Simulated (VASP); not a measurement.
# Ir (Fm-3m) in VASP: notebook, part 2 of 2

VASP 6.6.1. Earlier steps stand in the parts before.

**4. Single point, r2SCAN**

Input file POSCAR:

```
Ir
1.0
    0.0000000000      1.9156000000      1.9156000000
    1.9156000000      0.0000000000      1.9156000000
    1.9156000000      1.9156000000      0.0000000000
Ir
1
Direct
    0.0000000000      0.0000000000      0.0000000000
```

Input file INCAR.step1:

```
PREC = Accurate ; ENCUT = 550
ISMEAR = -1 ; SIGMA = 0.15
LREAL = F ; LASPH = T
NELM = 120 ; NBANDS = 10
GGA = PE ; ALGO = Normal
EDIFF = 1E-5 ; LWAVE = T
LCHARG = F ; GGA_COMPAT = F
```

Input file INCAR.step2:

```
PREC = Accurate ; ENCUT = 550
EDIFF = 1E-6 ; ISMEAR = -1
SIGMA = 0.15 ; LREAL = F
LASPH = T ; NELM = 120
ALGO = Normal ; ISIF = 2
LWAVE = F ; LCHARG = T
METAGGA = R2SCAN ; LMIXTAU = T
LELF = T ; LVHAR = T
NBANDS = 10 ; ISTART = 1
GGA_COMPAT = F
```

Input file KPOINTS:

```
Automatic mesh
0
Gamma
  9 9 9
```

Potentials or basis: VASP PAW PBE potentials, release 64 (Ir).

Run with:

```sh
> cat potpaw_PBE.64/Ir/POTCAR > POTCAR
> cp INCAR.step1 INCAR
> mpirun -np 1 vasp_std > vasp.out
> cp INCAR.step2 INCAR
> mpirun -np 1 vasp_std > vasp.out
```

OUTCAR:

```text
PREC = Accurate
   ENCUT = 550
   EDIFF = 1E-6
   ISMEAR = -1
   LREAL = F
   LASPH = T
   NELM = 120
   ISIF = 2
   METAGGA = R2SCAN
   ISTART = 1

 ion  position               nearest neighbor table
   1  0.000  0.000  0.000-

  LATTYP: Found a face centered cubic cell.
 ALAT       =     3.8312000000

  Lattice vectors:

 A1 = (   0.0000000000,   1.9156000000,   1.9156000000)
 A2 = (   1.9156000000,   0.0000000000,   1.9156000000)
 A3 = (   1.9156000000,   1.9156000000,   0.0000000000)

Analysis of symmetry for initial positions (statically):
=====================================================================
 Subroutine PRICEL returns:
 Original cell was already a primitive cell.

 Routine SETGRP: Setting up the symmetry group for a
 face centered cubic supercell.

 Subroutine GETGRP returns: Found 48 space group operations
 (whereof 48 operations were pure point group operations)
 out of a pool of 48 trial point group operations.

The static configuration has the point symmetry O_h .

Analysis of symmetry for dynamics (positions and initial velocities):
=====================================================================
 Subroutine PRICEL returns:
 Original cell was already a primitive cell.

 Routine SETGRP: Setting up the symmetry group for a
 face centered cubic supercell.

 Subroutine GETGRP returns: Found 48 space group operations
 (whereof 48 operations were pure point group operations)
 out of a pool of 48 trial point group operations.

The dynamic configuration has the point symmetry O_h .

 Subroutine INISYM returns: Found 48 space group operations
 (whereof 48 operations are pure point group operations),
 and found     1 'primitive' translations

----------------------------------------------------------------------------------------

                                     Primitive cell

  volume of cell :      14.0587

[... 104 lines left out ...]
   IMIX   =      4    mixing-type and parameters
     AMIX     =   0.40;   BMIX     =  1.00
     AMIX_MAG =   1.60;   BMIX_MAG =  1.00
  volume/ion in A,a.u.               =      14.06        94.87
  Fermi-wavevector in a.u.,A,eV,Ry     =   1.410937  2.666284 27.085691  1.990742
  Thomas-Fermi vector in A             =   2.532839
   LORBIT       =      0    0 simple, 1 ext, 2 COOP (PROOUT), +10 PAW based schemes
   METAGGA = R2SCAN    functional components
   LHFCALC =     F    Hartree Fock is set to
   AEXX    =    0.0000 exact exchange contribution
   IVDW    =     0    specifies the selected vdW correction
   LEPSILON=     F    determine dielectric tensor
   LRPA    =     F    only Hartree local field effects (RPA)
 non-spin polarized calculation
  energy-cutoff  :      550.00
  volume of cell :       14.06
 maximum number of plane-waves:       424
 NGX is ok and might be reduce to    24
   NGX = 11   NGY = 11   NGZ = 11

 number of electron       9.0000000 magnetization

 Free energy of the ion-electron system (eV)
  ---------------------------------------------------
  ext. energy  EPLUGINS =         0.00000000
  ---------------------------------------------------
  free energy    TOTEN  =       -52.40307660 eV

  energy without entropy =      -52.34570746  energy(sigma->0) =      -52.37439203

 E-fermi :  10.1592     XC(G=0): -15.3756

 val. band max:       10.0469090980   @ k =   0.3333   0.0000   0.0000
 cond. band min:      10.2017628936   @ k =  -0.4444   0.4444   0.1111
 fundamental gap:      0.1548537956
 Fermi energy:        10.1592033237

 k-point     1 :       0.0000    0.0000    0.0000
  band No.  band energies     occupation
      1      -1.3146      2.00000
      2       6.2426      2.00000
      3       6.2426      2.00000
      4       6.2426      2.00000
      5       8.9899      1.99918
      6       8.9899      1.99918
      7      25.3852      0.00000
      8      31.2774      0.00000
      9      31.2774      0.00000
     10      31.2774      0.00000
[... 287 lines left out ...]
 k-point    24 :       0.4444    0.4444    0.0000
  band No.  band energies     occupation
      1       2.0815      2.00000
      2       2.6698      2.00000
      3      11.0663      0.00472
      4      11.2811      0.00113
      5      11.5560      0.00018
      6      11.5560      0.00018
      7      22.4947      0.00000
      8      23.1517      0.00000
      9      23.1517      0.00000
     10      32.5108      0.00000

 [... further k-points ...]
[... 5 lines left out ...]
  --------------------------------------------------------------------------------------
  -------------------------------------------------------------------------------------
  Total        0.5901724      0.5901724      0.5901724      0.0000000     -0.0000000      0.0000000
  in kB       67.2581596     67.2581596     67.2581596      0.0000000     -0.0000000      0.0000000
  external PRESSURE =      67.2581596 kB  Pullay stress =       0.0000000 kB

 VOLUME and BASIS-vectors are now :
 -----------------------------------------------------------------------------
  energy-cutoff  :      550.00
  volume of cell :       14.06
      direct lattice vectors                 reciprocal lattice vectors
     0.000000000  1.915600000  1.915600000    -0.261014826  0.261014826  0.261014826
     1.915600000  0.000000000  1.915600000     0.261014826 -0.261014826  0.261014826
     1.915600000  1.915600000  0.000000000     0.261014826  0.261014826 -0.261014826

 POSITION                                       TOTAL-FORCE (eV/Angst)
 -----------------------------------------------------------------------------------
      0.00000      0.00000      0.00000        -0.000000     -0.000000      0.000000
 -----------------------------------------------------------------------------------
    total drift:                               -0.000000      0.000000     -0.000000

  FREE ENERGIE OF THE ION-ELECTRON SYSTEM (eV)
  ---------------------------------------------------
  free  energy   TOTEN  =       -52.4030765965 eV

  energy  without entropy=      -52.3457074621  energy(sigma->0) =      -52.37439203
```

OUTCAR.step1:

```text
PREC = Accurate
   ENCUT = 550
   ISMEAR = -1
   LREAL = F
   LASPH = T
   NELM = 120
[... 526 lines left out ...]

 POSITION                                       TOTAL-FORCE (eV/Angst)
 -----------------------------------------------------------------------------------
      0.00000      0.00000      0.00000         0.000000      0.000000      0.000000
 -----------------------------------------------------------------------------------
    total drift:                               -0.000000      0.000000     -0.000000

  FREE ENERGIE OF THE ION-ELECTRON SYSTEM (eV)
  ---------------------------------------------------
  free  energy   TOTEN  =        -8.8785806785 eV

  energy  without entropy=       -8.8199873493  energy(sigma->0) =       -8.84928401
```

OSZICAR.step1:

```text
N       E                     dE             d eps       ncg     rms          rms(c)
DAV:   1     0.504886766672E+02    0.50489E+02   -0.46199E+03   700   0.860E+02
DAV:   2    -0.845628711347E+01   -0.58945E+02   -0.56545E+02   714   0.200E+02
DAV:   3    -0.942198911769E+01   -0.96570E+00   -0.96046E+00   880   0.314E+01
DAV:   4    -0.942783327261E+01   -0.58442E-02   -0.58426E-02   792   0.212E+00
DAV:   5    -0.942793414858E+01   -0.10088E-03   -0.10087E-03   806   0.267E-01    0.155E+01
DAV:   6    -0.897374656220E+01    0.45419E+00   -0.76844E-01   784   0.109E+01    0.645E+00
DAV:   7    -0.888483478104E+01    0.88912E-01   -0.26113E-01   832   0.584E+00    0.146E+00
DAV:   8    -0.888104506295E+01    0.37897E-02   -0.22667E-03   764   0.519E-01    0.879E-01
DAV:   9    -0.887857533995E+01    0.24697E-02   -0.16557E-03   798   0.569E-01    0.131E-02
DAV:  10    -0.887858067848E+01   -0.53385E-05   -0.91404E-06   796   0.265E-02
   1 F= -.88785807E+01 E0= -.88492840E+01  d E =-.585933E-01
```

Run time: 49 s. Hardware: 1 thread of Intel Xeon 8259CL, shared host; peak memory 0.15 GiB.

Results:

- Free energy: -52.4031 eV
- Pressure: 6.7 GPa

Caveat: the PAW data sets were made with another functional, which shifts forces and pressure a little; spin-orbit coupling is left out, which moves the levels of the heavy elements.

**5. Summary**

| k mesh | gap on the mesh (eV) | pressure (GPa) |
| --- | --- | --- |
| 6 × 6 × 6 | none | 8.3 |
| 7 × 7 × 7 | none | 5.7 |
| 9 × 9 × 9 | none | 6.7 |

Alike in all rows: task single point; level r2SCAN; potentials or basis VASP PAW PBE potentials, release 64 (Ir); no spin polarisation; cell as given; cutoff (eV) 550; smearing fermi-dirac 0.15 eV.

Caveats: some runs use coarse meshes; the PAW data sets were made with another functional, which shifts forces and pressure a little; spin-orbit coupling is left out, which moves the levels of the heavy elements.

Total energies depend on the potentials used, so only differences within one code and one set of settings carry meaning.
